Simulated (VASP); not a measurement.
# Li in VASP: single point with PBEsol

Aim: the single point of Li with PBEsol.

Everything below comes from runs of VASP 6.6.1. Logs are shortened: lines on timing, memory, paths and dates and some standing lists are left out, and cuts for length are marked.

## Step 1: The cell of the first run

The cell holds a slab with vacuum, 25 atoms: a = 6.980 Å, b = 9.067 Å, c = 18.403 Å, α = 90.00°, β = 90.00°, γ = 54.74°.

## Step 2: Single point, PBEsol

INCAR

```
SYSTEM = Li
PREC     = Accurate       ! precision mode
ENCUT    = 520            ! plane-wave cutoff, eV
EDIFF    = 1E-7           ! SCF threshold, eV
ISMEAR   = 0              ! smearing method
SIGMA    = 0.15           ! smearing width, eV
LREAL    = Auto         
LASPH    = .True.         ! aspherical terms in the spheres
NELM     = 100            ! most SCF steps
ALGO     = Normal         ! electronic algorithm
ISIF     = 2              ! what is computed and relaxed
LWAVE    = .False.        ! write WAVECAR
LCHARG   = .False.        ! write CHGCAR
GGA      = PS             ! functional
NBANDS   = 56             ! bands
```

KPOINTS

```
regular mesh
0
Gamma
  4 4 1
  0 0 0
```

POSCAR

```
Li
1.0
    6.9800000000      0.0000000000      0.0000000000
    5.2350000000      7.4034080000      0.0000000000
    0.0000000000      0.0000000000     18.4034080000
Li
25
Direct
   -0.2500000338      0.3333333784      0.0543377618
    0.2499999662      0.3333333784      0.0543377618
   -0.2499999662      0.6666666216      0.0543377618
    0.2500000338      0.6666666216      0.0543377618
   -0.2500000000      1.0000000000      0.0543377618
    0.2500000000      1.0000000000      0.0543377618
    0.0023289799      0.0003520001      0.1770624224
    0.4971031075      0.0003651021      0.1767179753
   -0.0009375112      0.3341904161      0.1803704510
    0.4999544113      0.3332720552      0.1821882664
   -0.0017668015      0.6676703486      0.1830914144
    0.5004665291      0.6663789163      0.1811781274
   -0.2458973610      0.3338644851      0.3134121137
    0.2412533129      0.3382643507      0.3135971337
   -0.2574122964      0.6673615719      0.3166063047
    0.2557082992      0.6667199754      0.3153921817
   -0.2520196737      0.9999966232      0.3002108088
    0.2498742712      1.0017065114      0.3037356451
   -0.0144947472      0.0109387460      0.4256772985
    0.4952506376      0.0143886437      0.4268231732
   -0.0031282415      0.3340934337      0.4511803466
    0.4950675577      0.3419548132      0.4427205005
   -0.0147073801      0.6849382068      0.4444533860
    0.4795730568      0.6937333455      0.4535144252
    0.7424626184      1.0160911029      0.5558484602
```

Potentials or basis: VASP PAW PBE potentials, release 64 (Li_sv).

On the command line:

```console
$ cat potpaw_PBE.64/Li_sv/POTCAR > POTCAR
$ mpirun -np 1 vasp_std > vasp.out
```

OUTCAR:

```text
SYSTEM = Li
   PREC = Accurate
   ENCUT = 520
   EDIFF = 1E-7
   ISMEAR = 0
   LREAL = Auto
   LASPH = .True.
   NELM = 100
   ISIF = 2
   GGA = PS

 ion  position               nearest neighbor table
   1  0.750  0.333  0.054-
   2  0.250  0.333  0.054-
   3  0.750  0.667  0.054-
   4  0.250  0.667  0.054-
   5  0.750  0.000  0.054-
   6  0.250  0.000  0.054-
[... 17 lines left out ...]
  24  0.480  0.694  0.454-
  25  0.742  0.016  0.556-

  LATTYP: Found a simple monoclinic cell.
 ALAT       =     6.9800000000
 B/A-ratio  =     2.6365914040
 C/A-ratio  =     1.0897247360
 COS(beta)  =    -0.2294157338

  Lattice vectors:

 A1 = (   6.9800000000,   0.0000000000,   0.0000000000)
 A2 = (   0.0000000000,   0.0000000000, -18.4034080000)
 A3 = (  -1.7450000000,   7.4034080000,   0.0000000000)

Analysis of symmetry for initial positions (statically):
=====================================================================
 Subroutine PRICEL returns:
 Original cell was already a primitive cell.

 Routine SETGRP: Setting up the symmetry group for a
 simple monoclinic supercell.

 Subroutine GETGRP returns: Found  1 space group operations
 (whereof  1 operations were pure point group operations)
 out of a pool of  4 trial point group operations.

The static configuration has the point symmetry C_1 .

Analysis of symmetry for dynamics (positions and initial velocities):
=====================================================================
 Subroutine PRICEL returns:
 Original cell was already a primitive cell.

 Routine SETGRP: Setting up the symmetry group for a
 simple monoclinic supercell.

 Subroutine GETGRP returns: Found  1 space group operations
 (whereof  1 operations were pure point group operations)
 out of a pool of  4 trial point group operations.

The dynamic configuration has the point symmetry C_1 .

 Subroutine INISYM returns: Found  1 space group operations
 (whereof  1 operations are pure point group operations),
 and found     1 'primitive' translations

----------------------------------------------------------------------------------------

                                     Primitive cell

  volume of cell :     951.0106

  direct lattice vectors                    reciprocal lattice vectors
     6.980000000  0.000000000  0.000000000     0.143266476 -0.101304696  0.000000000
     5.235000000  7.403408000  0.000000000     0.000000000  0.135072929  0.000000000
     0.000000000  0.000000000 18.403408000     0.000000000  0.000000000  0.054337762

  length of vectors
     6.980000000  9.067285978 18.403408000     0.175464881  0.135072929  0.054337762

  position of ions in fractional coordinates (direct lattice)
     0.749999966  0.333333378  0.054337762
     0.249999966  0.333333378  0.054337762
     0.750000034  0.666666622  0.054337762
     0.250000034  0.666666622  0.054337762
     0.750000000  0.000000000  0.054337762
     0.250000000  0.000000000  0.054337762
[... 17 lines left out ...]
     0.479573057  0.693733345  0.453514425
     0.742462618  0.016091103  0.555848460

  ion indices of the primitive-cell ions
   primitive index   ion index
                 1           1
                 2           2
                 3           3
                 4           4
                 5           5
                 6           6
[... 17 lines left out ...]
                24          24
                25          25

----------------------------------------------------------------------------------------

 KPOINTS: regular mesh

Automatic generation of k-mesh.
 Grid dimensions read from file:
 generate k-points for:    4    4    1

 Generating k-lattice:

  Cartesian coordinates                     Fractional coordinates (reciprocal lattice)
     0.035816619 -0.025326174  0.000000000     0.250000000 -0.000000000  0.000000000
     0.000000000  0.033768232  0.000000000     0.000000000  0.250000000  0.000000000
     0.000000000  0.000000000  0.054337762     0.000000000  0.000000000  1.000000000

  Length of vectors
     0.043866220  0.033768232  0.054337762

  Shift w.r.t. Gamma in fractional coordinates (k-lattice)
     0.000000000  0.000000000  0.000000000

 Subroutine IBZKPT returns following result:
 ===========================================

 Found     10 irreducible k-points:

 Following reciprocal coordinates:
            Coordinates               Weight
  0.000000  0.000000  0.000000      1.000000
  0.250000  0.000000  0.000000      2.000000
  0.500000  0.000000  0.000000      1.000000
  0.000000  0.250000  0.000000      2.000000
  0.250000  0.250000  0.000000      2.000000
  0.500000  0.250000  0.000000      2.000000
 -0.250000  0.250000  0.000000      2.000000
  0.000000  0.500000  0.000000      1.000000
  0.250000  0.500000  0.000000      2.000000
  0.500000  0.500000  0.000000      1.000000
   k-points           NKPTS =     10   k-points in BZ     NKDIM =     10   number of bands    NBANDS=     56
   number of dos      NEDOS =    301   number of ions     NIONS =     25
   total plane-waves  NPLWV = 529200
   dimension x,y,z NGX =    54 NGY =   70 NGZ =  140
   dimension x,y,z NGXF=   108 NGYF=  140 NGZF=  280
   ions per type =              25
   NGX,Y,Z   is equivalent  to a cutoff of  12.86, 12.83, 12.65 a.u.
   NGXF,Y,Z  is equivalent  to a cutoff of  25.72, 25.67, 25.29 a.u.
 SYSTEM =  Li
   PREC   = accura    normal or accurate (medium, high low for compatibility)
   ISTART =      0    job   : 0-new  1-cont  2-samecut
   ICHARG =      2    charge: 1-file 2-atom 10-const
   ISPIN  =      1    spin polarized calculation?
   LNONCOLLINEAR =      F non collinear calculations
   LSORBIT =      F    spin-orbit coupling
   LASPH  =      T    aspherical Exc in radial PAW
   ENCUT  =  520.0 eV  38.22 Ry    6.18 a.u.  12.98 16.86 34.22*2*pi/ulx,y,z
   NELM   =    100;   NELMIN=  2; NELMDL= -5     # of ELM steps
   EDIFF  = 0.1E-06   stopping-criterion for ELM
   LREAL  =      T    real-space projection
   EDIFFG = 0.1E-05   stopping-criterion for IOM
   NSW    =      0    number of steps for IOM
   IBRION =     -1    ionic relax: 0-MD 1-quasi-New 2-CG
   NFREE  =      0    steps in history (QN), initial steepest desc. (CG)
   ISIF   =      2    stress and relaxation
   ISYM   =      2    0-nonsym 1-usesym 2-fastsym
   POTIM  = 0.5000    time-step for ionic-motion
   TEBEG  =    0.0;   TEEND  =   0.0 temperature during run
   PSTRESS=    0.0 pullay stress
   NELECT =      75.0000    total number of electrons
   NUPDOWN=      -1.0000    fix difference up-down
   EMIN   =  10.00;   EMAX   =-10.00  energy-range for DOS
   EFERMI =   0.00;   METHOD = LEGACY
   ISMEAR =     0;   SIGMA  =   0.15  broadening in eV -4-tet -1-fermi 0-gaus
   EFERMI_NEDOS =   21; number of points for ismear=-14 and -15
   IALGO  =     38    algorithm
   IMIX   =      4    mixing-type and parameters
     AMIX     =   0.40;   BMIX     =  1.00
     AMIX_MAG =   1.60;   BMIX_MAG =  1.00
  volume/ion in A,a.u.               =      38.04       256.71
  Fermi-wavevector in a.u.,A,eV,Ry     =   0.702048  1.326678  6.705922  0.492871
  Thomas-Fermi vector in A             =   1.786641
   LORBIT       =      0    0 simple, 1 ext, 2 COOP (PROOUT), +10 PAW based schemes
   GGA     = PS    functional components
   LHFCALC =     F    Hartree Fock is set to
   AEXX    =    0.0000 exact exchange contribution
   IVDW    =     0    specifies the selected vdW correction
   LEPSILON=     F    determine dielectric tensor
   LRPA    =     F    only Hartree local field effects (RPA)
 non-spin polarized calculation
 Gauss-broadening in eV      SIGMA  =   0.15
  energy-cutoff  :      520.00
  volume of cell :      951.01
 maximum number of plane-waves:     25642
 NGX is ok and might be reduce to    54
   NGX = 25   NGY = 33   NGZ = 69

 number of electron      75.0000007 magnetization

 Free energy of the ion-electron system (eV)
  ---------------------------------------------------
  ext. energy  EPLUGINS =         0.00000000
  ---------------------------------------------------
  free energy    TOTEN  =       -45.72616906 eV

  energy without entropy =      -45.62032454  energy(sigma->0) =      -45.67324680

 E-fermi :  -0.9208     XC(G=0):  -4.6615

 val. band max:       -0.9353994333   @ k =   0.0000   0.5000   0.0000
 cond. band min:      -0.9107866694   @ k =   0.5000   0.2500   0.0000
 fundamental gap:      0.0246127639
 Fermi energy:        -0.9207500022

 k-point     1 :       0.0000    0.0000    0.0000
  band No.  band energies     occupation
      1     -48.4978      2.00000
      2     -47.4995      2.00000
      3     -47.4797      2.00000
      4     -47.3261      2.00000
      5     -47.3180      2.00000
      6     -47.3117      2.00000
[... 41 lines left out ...]
     48       0.6232      0.00000
     49       0.6730      0.00000

 k-point     2 :       0.2500    0.0000    0.0000
  band No.  band energies     occupation
      1     -48.4978      2.00000
      2     -47.4995      2.00000
      3     -47.4797      2.00000
      4     -47.3259      2.00000
      5     -47.3180      2.00000
      6     -47.3118      2.00000
[... 41 lines left out ...]
     48       0.7615      0.00000
     49       0.9310      0.00000

 k-point     3 :       0.5000    0.0000    0.0000
  band No.  band energies     occupation
      1     -48.4978      2.00000
      2     -47.4995      2.00000
      3     -47.4797      2.00000
      4     -47.3258      2.00000
      5     -47.3180      2.00000
      6     -47.3119      2.00000
[... 41 lines left out ...]
     48       0.9047      0.00000
     49       0.9812      0.00000

 k-point     4 :       0.0000    0.2500    0.0000
  band No.  band energies     occupation
      1     -48.4978      2.00000
      2     -47.4995      2.00000
      3     -47.4797      2.00000
      4     -47.3260      2.00000
      5     -47.3180      2.00000
      6     -47.3117      2.00000
[... 249 lines left out ...]
     48       0.5565      0.00000
     49       0.6457      0.00000

 k-point     9 :       0.2500    0.5000    0.0000
  band No.  band energies     occupation
      1     -48.4978      2.00000
      2     -47.4995      2.00000
      3     -47.4797      2.00000
      4     -47.3259      2.00000
      5     -47.3181      2.00000
      6     -47.3117      2.00000
[... 41 lines left out ...]
     48      -0.0550      0.00000
     49       0.6447      0.00000

 k-point    10 :       0.5000    0.5000    0.0000
  band No.  band energies     occupation
      1     -48.4978      2.00000
      2     -47.4995      2.00000
      3     -47.4797      2.00000
      4     -47.3259      2.00000
      5     -47.3182      2.00000
      6     -47.3117      2.00000
[... 41 lines left out ...]
     48       0.5586      0.00000
     49       0.6505      0.00000
 [bands above 49 left out]

------------------------ aborting loop because EDIFF is reached ----------------------------------------

  FORCE on cell =-STRESS in cart. coord.  units (eV):
  Direction    XX          YY          ZZ          XY          YZ          ZX
  --------------------------------------------------------------------------------------
  -------------------------------------------------------------------------------------
  Total       -2.7093398     -1.8529746     -0.2348181      0.2233882     -0.0261580      0.0206379
  in kB       -4.5644525     -3.1217253     -0.3956005      0.3763444     -0.0440686      0.0347688
  external PRESSURE =      -2.6939261 kB  Pullay stress =       0.0000000 kB

 VOLUME and BASIS-vectors are now :
 -----------------------------------------------------------------------------
  energy-cutoff  :      520.00
  volume of cell :      951.01
      direct lattice vectors                 reciprocal lattice vectors
     6.980000000  0.000000000  0.000000000     0.143266476 -0.101304696  0.000000000
     5.235000000  7.403408000  0.000000000     0.000000000  0.135072929  0.000000000
     0.000000000  0.000000000 18.403408000     0.000000000  0.000000000  0.054337762

 POSITION                                       TOTAL-FORCE (eV/Angst)
 -----------------------------------------------------------------------------------
      6.98000      2.46780      1.00000        -0.015624     -0.020532      0.009557
      3.49000      2.46780      1.00000         0.016077     -0.013685      0.015632
      8.72500      4.93560      1.00000         0.014543      0.018548      0.014669
      5.23500      4.93560      1.00000        -0.017537      0.011995      0.029563
      5.23500      0.00000      1.00000         0.002446      0.002195     -0.016479
      1.74500      0.00000      1.00000        -0.001891      0.001889     -0.066798
[... 17 lines left out ...]
      6.97911      5.13599      8.34621         0.002573     -0.000624      0.002760
      5.26663      0.11913     10.22951        -0.000159     -0.001071      0.006561
 -----------------------------------------------------------------------------------
    total drift:                               -0.001946      0.001236      0.003038

  FREE ENERGIE OF THE ION-ELECTRON SYSTEM (eV)
  ---------------------------------------------------
  free  energy   TOTEN  =       -45.7261690595 eV

  energy  without entropy=      -45.6203245430  energy(sigma->0) =      -45.67324680
```

Wall time 26 min (1 thread of Intel Xeon Platinum 8488C (Sapphire Rapids), shared host); peak memory 1.1 GiB.

What came out:

```
Free energy            : -45.7262 eV
Largest force          : 0.067 eV/Å
Band gap on the k mesh : zero (an odd number of electrons rules out a gap without spin polarisation)
```

Forces in eV/Å, atoms in the order of the input:
```
Li  -0.016 -0.021  0.010
Li   0.016 -0.014  0.016
Li   0.015  0.019  0.015
Li  -0.018  0.012  0.030
Li   0.002  0.002 -0.016
Li  -0.002  0.002 -0.067
Li  -0.005 -0.003 -0.003
Li   0.000  0.000 -0.006
Li   0.001  0.002 -0.001
Li   0.000  0.000 -0.003
Li   0.002  0.000 -0.002
Li   0.003 -0.002  0.001
Li  -0.004 -0.011  0.006
Li   0.003  0.000  0.005
Li   0.001  0.017  0.000
Li  -0.001  0.006 -0.001
Li   0.003  0.001  0.005
Li   0.000 -0.005  0.003
Li  -0.002  0.004 -0.001
Li   0.001 -0.006 -0.001
Li  -0.004 -0.002  0.002
Li   0.005 -0.001 -0.001
Li  -0.005  0.000  0.001
Li   0.003 -0.001  0.003
Li   0.000 -0.001  0.007
```

Levels at points of the mesh, in eV from the Fermi level:
```
           k point  band 34  band 35  band 36  band 37  band 38  band 39  band 40  band 41
(0.00, 0.00, 0.00)    -0.71    -0.62    -0.39    -0.33    -0.02     0.01     0.16     0.24
(0.50, 0.00, 0.00)    -0.95    -0.82    -0.40    -0.34     0.23     0.38     0.80     0.85
(0.00, 0.50, 0.00)    -0.43    -0.33    -0.17    -0.01     0.01     0.11     0.24     0.31
(0.50, 0.50, 0.00)    -0.65    -0.63    -0.23    -0.22    -0.08     0.16     0.29     0.35
```

Caveat: the cutoff is under 1.25 times the usual one of these potentials, so pressure, stress and relaxed cells hold a basis-set (Pulay) error; there is no dipole correction, which matters where the two faces differ; the PAW data sets were made with another functional, which shifts forces and pressure a little.

The gap in the log of VASP goes by the Fermi energy; the results here count the filled bands.